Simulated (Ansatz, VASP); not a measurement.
Given: the input of a run of VASP 6.6.1 on C.

Contents of INCAR:

```
ALGO     = Normal         # electronic algorithm
EDIFF    = 1E-7           # SCF threshold, eV
ENCUT    = 520            # plane-wave cutoff, eV
GGA      = PS             # functional
ISIF     = 2              # what is computed and relaxed
ISMEAR   = -1             # smearing method
LASPH    = T              # aspherical terms in the spheres
LCHARG   = T              # write CHGCAR
LELF     = T              # ELF
LREAL    = F              # projectors in reciprocal space
LVHAR    = T            
LWAVE    = F              # write WAVECAR
NBANDS   = 16             # bands
NELM     = 80             # most SCF steps
PREC     = Accurate       # precision mode
SIGMA    = 0.05           # smearing width, eV
```

Contents of KPOINTS:

```
k-points
0
Gamma
  12 12 2
```

POSCAR

```
C
1.0
    2.4724943874      0.0000000000      0.0000000000
   -1.2362471937      2.1412429502      0.0000000000
    0.0000000000      0.0000000000     24.2937923774
C
4
Direct
    0.6666666667      0.3333333333      0.5704754400
    0.3333333333      0.6666666667      0.4295245600
    0.0000000000      0.0000000000      0.4295312300
    0.0000000000      0.0000000000      0.5704687700
```

Potentials or basis: VASP PAW PBE potentials, release 64 (C).

Launch:

```bash
$ cat potpaw_PBE.64/C/POTCAR > POTCAR
$ mpirun -np 1 vasp_std > vasp.out
```

Task: Translate it to Ansatz 0.2.0. Potentials there: all-electron LAPW, scalar-relativistic.

Result: As run (the cutoff follows the program's own potentials):

The input input.yaml:

```yaml
crystal:
  lattice:
    - [2.4724943874, 0.0, 0.0]
    - [-1.2362471937, 2.1412429502, 0.0]
    - [0.0, 0.0, 24.2937923774]
  atoms:
    - { symbol: C, position: [0.6666666667, 0.3333333333, 0.57047544] }
    - { symbol: C, position: [0.3333333333, 0.6666666667, 0.42952456] }
    - { symbol: C, position: [0.0, 0.0, 0.42953123] }
    - { symbol: C, position: [0.0, 0.0, 0.57046877] }
kpoints:
  mp_grid: { grid: [12, 12, 2] }
scf:
  occupations: { method: fermi_dirac, width: 0.05 }
hamiltonian:
  xc: pbesol
  pseudopotentials: { kind: all_electron, lapw: { basis_error: 0.002 } }
output:
  forces: true
  stress: true
  eigenvalues: true
```

Potentials or basis: all-electron LAPW, scalar-relativistic.

Run with:

```console
$ ansatz run input.yaml --threads 2 --pin off --max-ram 6144MiB --backend cpu --events-out ev --progress --plain --runs-dir out
```

Both were run:

|  | VASP | Ansatz | Ansatz less VASP |
| --- | --- | --- | --- |
| gap on the k mesh at the Fermi level (eV) | none | none | - |
| rms of the force components (eV/Å) | 0.008 | 0.008 | 0.0000 |

VASP's potentials were made for PBE, not for PBEsol. Atom by atom the forces differ by 0.000 eV/Å (rms over components). A gap of «none» marks a metal or a gap that the smearing closes. Ansatz ran all-electron here, and VASP with PAW potentials.
